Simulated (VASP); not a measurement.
Input of a VASP 6.6.1 run:

The input INCAR:

```
ALGO = Normal
EDIFF = 1E-6
ENCUT = 600
GGA = PE
GGA_COMPAT = False
ISIF = 2
ISMEAR = -1
LASPH = True
LCHARG = False
LREAL = False
LWAVE = False
NBANDS = 14
NELM = 120
PREC = Accurate
SIGMA = 0.04
```

The input KPOINTS:

```
k-points
0
Gamma
  5 5 5
```

Contents of POSCAR:

```
HfN
1.0
    2.8250300000      0.0000000000      0.0000000000
    0.0000000000      2.8250300000      0.0000000000
    0.0000000000      0.0000000000      2.8250300000
Hf N
1 1
Direct
    0.5000000000      0.5000000000      0.5000000000
    0.0000000000      0.0000000000      0.0000000000
```

Potentials or basis: VASP PAW PBE potentials, release 64 (Hf_pv, N).

The run is started by

```bash
$ cat potpaw_PBE.64/Hf_pv/POTCAR potpaw_PBE.64/N/POTCAR > POTCAR
$ mpirun -np 1 vasp_std > vasp.out
```

(1) What does it give for the pressure?

Results:

(1) -3.2 GPa.

Caveat: the k points lie up to 0.44 Å⁻¹ apart.
